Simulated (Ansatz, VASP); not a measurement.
BaZrO3: VASP beside Ansatz

Contents of POSCAR:

```
BaZrO3
1.0
    4.1815000000      0.0000000000      0.0000000000
    0.0000000000      4.1815000000      0.0000000000
    0.0000000000      0.0000000000      4.1815000000
Ba Zr O
1 1 3
Direct
    0.5000000000      0.5169103619      0.5169103619
    0.0000000000      0.0000000000      0.0000000000
    0.5000000000      0.0000000000      0.0000000000
    0.0000000000      0.5000000000      0.0000000000
    0.0000000000      0.0000000000      0.5000000000
```

INCAR.step1

```
SYSTEM = BaZrO3
  PREC = Accurate
  ENCUT = 520
  ISMEAR = 0
  SIGMA = 0.05
  LREAL = .FALSE.
  LASPH = .TRUE.
  NELM = 60
  NBANDS = 28
  GGA = PE
  ALGO = Normal
  EDIFF = 1E-4
  LWAVE = .TRUE.
  LCHARG = .FALSE.
```

The input INCAR.step2:

```
SYSTEM = BaZrO3
  PREC = Accurate
  ENCUT = 520
  EDIFF = 1E-7
  ISMEAR = 0
  SIGMA = 0.05
  LREAL = .FALSE.
  LASPH = .TRUE.
  NELM = 60
  ALGO = Normal
  ISIF = 2
  LWAVE = .FALSE.
  LCHARG = .FALSE.
  METAGGA = R2SCAN
  LMIXTAU = .TRUE.
  NBANDS = 28
  ISTART = 1
```

KPOINTS

```
regular mesh
0
G
  6 6 6
  0 0 0
```

Input for Ansatz:

```yaml
crystal:
  lattice:
    - [4.1815, 0.0, 0.0]
    - [0.0, 4.1815, 0.0]
    - [0.0, 0.0, 4.1815]
  atoms:
    - { symbol: Ba, position: [0.5, 0.5169103619, 0.5169103619] }
    - { symbol: Zr, position: [0.0, 0.0, 0.0] }
    - { symbol: O, position: [0.5, 0.0, 0.0] }
    - { symbol: O, position: [0.0, 0.5, 0.0] }
    - { symbol: O, position: [0.0, 0.0, 0.5] }
basis:
  ecutwfc: 500
kpoints:
  mp_grid: { grid: [6, 6, 6] }
hamiltonian:
  xc: r2scan
scf:
  occupations: { method: gaussian, width: 0.05 }
output:
  forces: true
  stress: true
  eigenvalues: true
```

Change from the starting cell: all Ba atoms moved -0.100 Å, as atom 1 towards its neighbour atom 3 (O) at 2.957 Å.

Alike in both runs: task single point; functional r2SCAN; k mesh 6 × 6 × 6; occupations gaussian, width 0.05 eV; no spin polarisation.

|  | VASP | Ansatz |
| --- | --- | --- |
| version | VASP 6.6.1 | Ansatz 0.2.0 |
| potentials or method | VASP PAW PBE potentials, release 64 (Ba_sv, Zr_sv, O), cutoff 520 eV | scalar-relativistic, plane waves, PAW |
| valence electrons in the cell | 40 | 40 |

VASP gave:

```
gap on the k mesh at the Fermi level (eV)                     : 3.71
least direct gap on the mesh (eV)                             : 3.95
pressure (GPa)                                                : 4.2
traceless stress, the component that is largest in VASP (GPa) : 0.22
rms of the force components (eV/Å)                            : 0.156
```

Problem. What did Ansatz give for the same quantities?

Solution. gap on the k mesh at the Fermi level (eV): 3.77; least direct gap on the mesh (eV): 3.97; pressure (GPa): 3.0; traceless stress, the component that is largest in VASP (GPa): 0.20; rms of the force components (eV/Å): 0.147.

VASP's potentials were made for PBE, not for r2SCAN. Atom by atom the forces differ by 0.014 eV/Å (rms over components).

Spin-orbit coupling is off throughout.
